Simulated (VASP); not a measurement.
## CsTl2H3: single point with PBE

CsTl2H3:

```
Cs Tl H
1.0
     6.27324    0.00000    0.00000
    -3.13662    5.43279    0.00000
     0.00000    0.00000    3.80044
Cs Tl H
1 2 3
Direct
  0.00000 0.00000 0.00000
  0.33333 0.66667 0.00000
  0.66667 0.33333 0.00000
  0.50000 0.00000 0.50000
  0.50000 0.50000 0.50000
  0.00000 0.50000 0.50000
```

The cell was generated, and may not be a known phase.

```yaml
Program: VASP 6.6.1
Task: single point
Functional: PBE
Potentials_or_basis: VASP PAW PBE potentials, release 64 (Cs_sv, Tl_d, H)
Cutoff: 520 eV
k_mesh: 3 × 3 × 4
Occupations: gaussian, width 0.1 eV
Spin: no spin polarisation
```

```json
{
 "Pressure": "0.7 GPa",
 "Band gap on the k mesh": "zero (bands 19 and 20 overlap by 1.12 eV)"
}
```

Stress tensor (GPa, compression positive):
```
 1.78  0.00  0.00
 0.00  1.78  0.00
 0.00  0.00 -1.33
```

Levels at points of the mesh, in eV from the Fermi level:
| k point | band 16 | band 17 | band 18 | band 19 | band 20 | band 21 | band 22 | band 23 |
| --- | --- | --- | --- | --- | --- | --- | --- | --- |
| (0.00, 0.00, 0.00) | -5.37 | -3.80 | -3.80 | 0.41 | 2.25 | 2.25 | 2.53 | 3.09 |
| (0.00, 0.00, 0.50) | -4.84 | -4.10 | -1.67 | -1.67 | -0.40 | -0.40 | 0.65 | 1.63 |

Wall time 47 s on 1 thread of Intel(R) Xeon(R) Platinum 8375C CPU @ 2.90GHz (Ice Lake) (shared host), peak memory 0.25 GiB.

Caveat: the k points lie up to 0.41 Å⁻¹ apart, too coarse for converged energies and pressures of a metal; spin-orbit coupling is left out, which moves the levels of the heavy elements.
